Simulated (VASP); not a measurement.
# Br (R-3m) in VASP: further runs

Br is run at these levels: PBE; tasks: single point.

Everything below comes from runs of VASP 6.6.1. Logs are shortened: lines on timing, memory, paths and dates and some standing lists are left out, and cuts for length are marked.

### Step 1. The cell of the first run

The typed cell holds 2 atoms: a = 3.232 Å, b = 3.232 Å, c = 3.232 Å, α = 59.92°, β = 59.92°, γ = 59.92°.

### Step 2. Single point, PBE (11.91 Å³/atom)

The input, POSCAR:

```
Br
1.0
    1.6140394974     -0.9318661383      2.6402761452
    0.0000000000      1.8637322766      2.6402761452
   -1.6140394974     -0.9318661383      2.6402761452
Br
2
Direct
    0.2500000000      0.2500000000      0.2500000000
   -0.2500000000     -0.2500000000     -0.2500000000
```

The input, INCAR.step1:

```
SYSTEM = Br
  ALGO = Normal
  EDIFF = 1E-6
  ENCUT = 520
  GGA = PE
  ISIF = 2
  ISMEAR = -1
  LASPH = .True.
  LCHARG = .True.
  LREAL = .False.
  LWAVE = .False.
  NBANDS = 14
  NELM = 60
  PREC = Accurate
  SIGMA = 0.05
```

The input, KPOINTS.step1:

```
k-points
0
Gamma
  12 12 12
  0 0 0
```

The input, INCAR.step2:

```
SYSTEM = Br
  ALGO = Normal
  EDIFF = 1E-6
  ENCUT = 520
  GGA = PE
  ICHARG = 11
  ISIF = 2
  ISMEAR = -5
  LASPH = .True.
  LCHARG = .False.
  LORBIT = 11
  LREAL = .False.
  LWAVE = .False.
  NBANDS = 14
  NEDOS = 1001
  NELM = 60
  PREC = Accurate
  SIGMA = 0.05
```

The input, KPOINTS.step2:

```
k-points
0
Gamma
  18 18 18
  0 0 0
```

Potentials or basis: VASP PAW PBE potentials, release 64 (Br).

Run with:

```console
$ cat potpaw_PBE.64/Br/POTCAR > POTCAR
$ cp INCAR.step1 INCAR
$ cp KPOINTS.step1 KPOINTS
$ mpirun -np 1 vasp_std > vasp.out
$ cp INCAR.step2 INCAR
$ cp KPOINTS.step2 KPOINTS
$ mpirun -np 1 vasp_std > vasp.out
```

OUTCAR:

```text
SYSTEM = Br
   EDIFF = 1E-6
   ENCUT = 520
   GGA = PE
   ICHARG = 11
   ISIF = 2
   ISMEAR = -5
   LASPH = .True.
   LORBIT = 11
   LREAL = .False.
   NELM = 60
   PREC = Accurate

 ion  position               nearest neighbor table
   1  0.250  0.250  0.250-   2 2.28   2 2.28   2 2.28   2 2.28   2 2.28   2 2.28
   2  0.750  0.750  0.750-   1 2.28   1 2.28   1 2.28   1 2.28   1 2.28   1 2.28

  LATTYP: Found a trigonal (rhomboedric) cell.
 ALAT       =     3.2318038495
 COS(alpha) =     0.5011518979

  Lattice vectors:

 A1 = (   1.6140394974,  -0.9318661383,   2.6402761452)
 A2 = (   0.0000000000,   1.8637322766,   2.6402761452)
 A3 = (  -1.6140394974,  -0.9318661383,   2.6402761452)

Analysis of symmetry for initial positions (statically):
=====================================================================
 Subroutine PRICEL returns following result:

  LATTYP: Found a trigonal (rhomboedric) cell.
 ALAT       =     2.2839138621
 COS(alpha) =     0.0011532263

  Lattice vectors:

 A1 = (   1.6140394974,   0.9318661383,   1.3201380726)
 A2 = (  -1.6140394974,   0.9318661383,   1.3201380726)
 A3 = (   0.0000000000,  -1.8637322766,   1.3201380726)

   2 primitive cells build up your supercell.

 Routine SETGRP: Setting up the symmetry group for a
 trigonal (rhombohedral) supercell.

 Subroutine GETGRP returns: Found 12 space group operations
 (whereof 12 operations were pure point group operations)
 out of a pool of 12 trial point group operations.

The static configuration has the point symmetry D_3d.

Analysis of symmetry for dynamics (positions and initial velocities):
=====================================================================
 Subroutine PRICEL returns following result:

  LATTYP: Found a trigonal (rhomboedric) cell.
 ALAT       =     2.2839138621
 COS(alpha) =     0.0011532263

  Lattice vectors:

 A1 = (   1.6140394974,   0.9318661383,   1.3201380726)
 A2 = (  -1.6140394974,   0.9318661383,   1.3201380726)
 A3 = (   0.0000000000,  -1.8637322766,   1.3201380726)

   2 primitive cells build up your supercell.

 Routine SETGRP: Setting up the symmetry group for a
 trigonal (rhombohedral) supercell.

 Subroutine GETGRP returns: Found 12 space group operations
 (whereof 12 operations were pure point group operations)
 out of a pool of 12 trial point group operations.

[... 106 lines left out ...]
   ISIF   =      2    stress and relaxation
   ISYM   =      2    0-nonsym 1-usesym 2-fastsym
   POTIM  = 0.5000    time-step for ionic-motion
   TEBEG  =    0.0;   TEEND  =   0.0 temperature during run
   PSTRESS=    0.0 pullay stress
   NELECT =      14.0000    total number of electrons
   NUPDOWN=      -1.0000    fix difference up-down
   EMIN   =  10.00;   EMAX   =-10.00  energy-range for DOS
   EFERMI =   0.00;   METHOD = LEGACY
   ISMEAR =    -5;   SIGMA  =   0.05  broadening in eV -4-tet -1-fermi 0-gaus
   EFERMI_NEDOS =   21; number of points for ismear=-14 and -15
   IALGO  =     38    algorithm
   IMIX   =      4    mixing-type and parameters
     AMIX     =   0.40;   BMIX     =  1.00
     AMIX_MAG =   1.60;   BMIX_MAG =  1.00
  volume/ion in A,a.u.               =      11.91        80.40
  Fermi-wavevector in a.u.,A,eV,Ry     =   1.371181  2.591156 25.580817  1.880137
  Thomas-Fermi vector in A             =   2.496901
   LORBIT       =     11    0 simple, 1 ext, 2 COOP (PROOUT), +10 PAW based schemes
   GGA     = PE    functional components
   LHFCALC =     F    Hartree Fock is set to
   AEXX    =    0.0000 exact exchange contribution
   IVDW    =     0    specifies the selected vdW correction
   LEPSILON=     F    determine dielectric tensor
   LRPA    =     F    only Hartree local field effects (RPA)
 non-spin polarized calculation
 Fermi weights with tetrahedron method with Bloechl corrections
  energy-cutoff  :      520.00
  volume of cell :       23.83
 maximum number of plane-waves:       652

 number of electron      13.9999999 magnetization

 Free energy of the ion-electron system (eV)
  ---------------------------------------------------
  ext. energy  EPLUGINS =         0.00000000
  ---------------------------------------------------
  free energy    TOTEN  =         9.02030761 eV

  energy without entropy =        9.02030761  energy(sigma->0) =        9.02030761

 E-fermi :  15.6487     XC(G=0): -13.2139

 val. band max:       15.7896720586   @ k =   0.5000   0.2778   0.1111
 cond. band min:      15.5844571376   @ k =  -0.3333  -0.3333   0.2222
 fundamental gap:     -0.2052149210
 Fermi energy:        15.6486726769

 k-point     1 :       0.0000    0.0000    0.0000
  band No.  band energies     occupation
      1     -11.0413      2.00000
      2       4.3736      2.00000
      3       6.6750      2.00000
      4       6.7101      2.00000
      5       6.7101      2.00000
      6      15.2966      2.00000
      7      15.2966      2.00000
      8      15.3105      2.00000
      9      17.4040      0.00000
     10      17.4430      0.00000
     11      17.4430      0.00000
     12      20.5715      0.00000
     13      20.5715      0.00000
     14      23.0084      0.00000
[... 377 lines left out ...]
      1      -9.8496      2.00000
      2      -0.5182      2.00000
      3       5.9379      2.00000
      4       7.4802      2.00000
      5       9.6229      2.00000
      6      10.8684      2.00000
      7      11.7410      2.00000
      8      14.2209      2.03438
      9      18.2316      0.00000
     10      19.1726      0.00000
     11      20.7940      0.00000
     12      25.0097      0.00000
     13      27.1974      0.00000
     14      28.8981      0.00000

 [... further k-points ...]
[... 5 lines left out ...]
  --------------------------------------------------------------------------------------
  -------------------------------------------------------------------------------------
  Total       32.0077434     32.0077434     32.1118971     -0.0000000      0.0000000      0.0000000
  in kB     2152.2729512   2152.2729512   2159.2764801     -0.0000000      0.0000000      0.0000000
  external PRESSURE =    2154.6074609 kB  Pullay stress =       0.0000000 kB

 VOLUME and BASIS-vectors are now :
 -----------------------------------------------------------------------------
  energy-cutoff  :      520.00
  volume of cell :       23.83
      direct lattice vectors                 reciprocal lattice vectors
     1.614039497 -0.931866138  2.640276145     0.309781762 -0.178852584  0.126249421
     0.000000000  1.863732277  2.640276145     0.000000000  0.357705168  0.126249421
    -1.614039497 -0.931866138  2.640276145    -0.309781762 -0.178852584  0.126249421

 POSITION                                       TOTAL-FORCE (eV/Angst)
 -----------------------------------------------------------------------------------
      0.00000      0.00000      1.98021        -0.000000     -0.000000      0.000000
      0.00000      0.00000      5.94062         0.000000      0.000000     -0.000000
 -----------------------------------------------------------------------------------
    total drift:                               -0.000000      0.000000      0.000000

  FREE ENERGIE OF THE ION-ELECTRON SYSTEM (eV)
  ---------------------------------------------------
  free  energy   TOTEN  =         9.0203076140 eV

  energy  without entropy=        9.0203076140  energy(sigma->0) =        9.02030761

 total charge

# of ion       s       p       d       tot
------------------------------------------
    1        1.741   3.203   0.421   5.365
    2        1.741   3.203   0.421   5.365
--------------------------------------------------
tot          3.482   6.407   0.841  10.730
```

OSZICAR.step1:

```text
N       E                     dE             d eps       ncg     rms          rms(c)
DAV:   1     0.820009761322E+02    0.82001E+02   -0.69876E+03  5292   0.940E+02
DAV:   2     0.117128524286E+02   -0.70288E+02   -0.64054E+02  7226   0.182E+02
DAV:   3     0.891852721212E+01   -0.27943E+01   -0.27680E+01  6618   0.371E+01
DAV:   4     0.890936615278E+01   -0.91611E-02   -0.91595E-02  6354   0.242E+00
DAV:   5     0.890933289363E+01   -0.33259E-04   -0.33259E-04  6720   0.130E-01    0.616E+01
DAV:   6     0.897977446206E+01    0.70442E-01   -0.34733E-02  5880   0.112E+00    0.362E+01
DAV:   7     0.900490788406E+01    0.25133E-01   -0.45459E-02  6294   0.134E+00    0.543E-01
DAV:   8     0.900565707073E+01    0.74919E-03   -0.15951E-03  6150   0.273E-01    0.967E-02
DAV:   9     0.900569077394E+01    0.33703E-04   -0.12919E-04  6810   0.731E-02    0.384E-02
DAV:  10     0.900569019486E+01   -0.57908E-06   -0.16318E-06  5694   0.934E-03
   1 F= 0.90056902E+01 E0= 0.90092850E+01  d E =-.718960E-02
```

Run time: 68 s. Hardware: 1 thread of Intel Xeon Platinum 8375C at 2.90GHz (Ice Lake), shared host; peak memory 0.26 GiB.

What came out:

- Valence electrons inside the program's atomic spheres: Br 5.37

Caveat: tetrahedron occupations give inexact forces and stress in metals.

### Step 3. Single point, PBE

This run uses another cell than the first one, of 29.78 Å³/atom.

The input, POSCAR:

```
Br
1.0
    2.1905886228     -1.2647369311      3.5834060405
    0.0000000000      2.5294738621      3.5834060406
   -2.1905886228     -1.2647369311      3.5834060405
Br
2
Direct
    0.2500001100      0.2500001100      0.2500001100
   -0.2500001100     -0.2500001100     -0.2500001100
```

The input, INCAR.step1:

```
ALGO = Normal ; EDIFF = 1E-7
ENCUT = 520 ; GGA = PE
ISIF = 2 ; ISMEAR = -1
LASPH = T ; LCHARG = T
LREAL = F ; LWAVE = F
NBANDS = 14 ; NELM = 80
PREC = Accurate ; SIGMA = 0.05
```

The input, KPOINTS.step1:

```
k-points
0
Gamma
  12 12 12
```

The input, INCAR.step2:

```
ALGO = Normal ; EDIFF = 1E-7
ENCUT = 520 ; GGA = PE
ICHARG = 11 ; ISIF = 2
ISMEAR = -5 ; LASPH = T
LCHARG = F ; LORBIT = 10
LREAL = F ; LWAVE = F
NBANDS = 14 ; NEDOS = 1001
NELM = 80 ; PREC = Accurate
SIGMA = 0.05
```

The input, KPOINTS.step2:

```
k-points
0
Gamma
  18 18 18
```

Potentials or basis: VASP PAW PBE potentials, release 64 (Br).

Run with:

```console
$ cat potpaw_PBE.64/Br/POTCAR > POTCAR
$ cp INCAR.step1 INCAR
$ cp KPOINTS.step1 KPOINTS
$ mpirun -np 1 vasp_std > vasp.out
$ cp INCAR.step2 INCAR
$ cp KPOINTS.step2 KPOINTS
$ mpirun -np 1 vasp_std > vasp.out
```

Run time: 5 min. Hardware: 1 thread of Intel Xeon Platinum 8375C at 2.90GHz (Ice Lake), shared host; peak memory 0.51 GiB.

It converged, with:

```
Valence electrons inside the program's atomic spheres : Br 4.68
```

Levels at points of the mesh, in eV from the Fermi level:
| k point | band 5 | band 6 | band 7 | band 8 | band 9 | band 10 |
| --- | --- | --- | --- | --- | --- | --- |
| (0.00, 0.00, 0.00) | -2.93 | -0.12 | -0.12 | -0.12 | 6.47 | 7.63 |
| (0.50, 0.00, 0.00) | -2.00 | -2.00 | -2.00 | -2.00 | 9.02 | 9.02 |
| (0.50, 0.50, 0.00) | -3.82 | 0.51 | 0.51 | 1.07 | 5.43 | 9.71 |
| (0.50, 0.50, 0.50) | -2.00 | -2.00 | -2.00 | -2.00 | 9.02 | 9.02 |

Caveat: tetrahedron occupations give inexact forces and stress in metals.
